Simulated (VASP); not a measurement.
**AlH5: single point with PBE**

Crystal: AlH5.

```
Al H
1.0
     3.51270    0.00106   -0.00033
     0.01172    3.52382   -0.00204
     0.00017    0.00912    7.01660
Al H
2 10
Direct
  0.50913 0.50550 0.75000
  0.49087 0.49450 0.25000
  0.00537 0.49916 0.74986
  0.99463 0.50084 0.25014
  0.49741 0.00335 0.75017
  0.50259 0.99665 0.24983
  0.07144 0.03157 0.96379
  0.06369 0.04400 0.53654
  0.50000 0.50000 0.00000
  0.50000 0.50000 0.50000
  0.92856 0.96843 0.03621
  0.93631 0.95600 0.46346
```

```
Program                 : VASP 6.6.1
Task                    : single point
Functional              : PBE
Potentials or basis     : VASP PAW PBE potentials, release 64 (Al, H)
Cutoff                  : 520 eV
k mesh                  : 10 × 10 × 6
Occupations             : gaussian, width 0.01 eV
Spin                    : no spin polarisation
Dipole correction       : no
k mesh for the DOS      : 15 × 15 × 9
Occupations for the DOS : tetrahedron
Further INCAR settings  : ALGO = Normal; EDIFF = 1e-07; NBANDS = 20
```

The valence electrons inside the program's atomic spheres are Al 0.70; H 0.59, 0.65 (each value once).

Levels at points of the mesh, in eV from the valence-band top:
| k point | band 4 | band 5 | band 6 | band 7 | band 8 | band 9 | band 10 | band 11 | band 12 | band 13 |
| --- | --- | --- | --- | --- | --- | --- | --- | --- | --- | --- |
| (0.00, 0.00, 0.00) | -2.94 | -1.64 | -0.36 | -0.34 | -0.01 | 4.48 | 4.58 | 4.85 | 6.27 | 6.36 |

It took 24 min on 1 thread of Intel(R) Xeon(R) 6975P-C (Granite Rapids), on a shared host, peak memory 1.2 GiB.
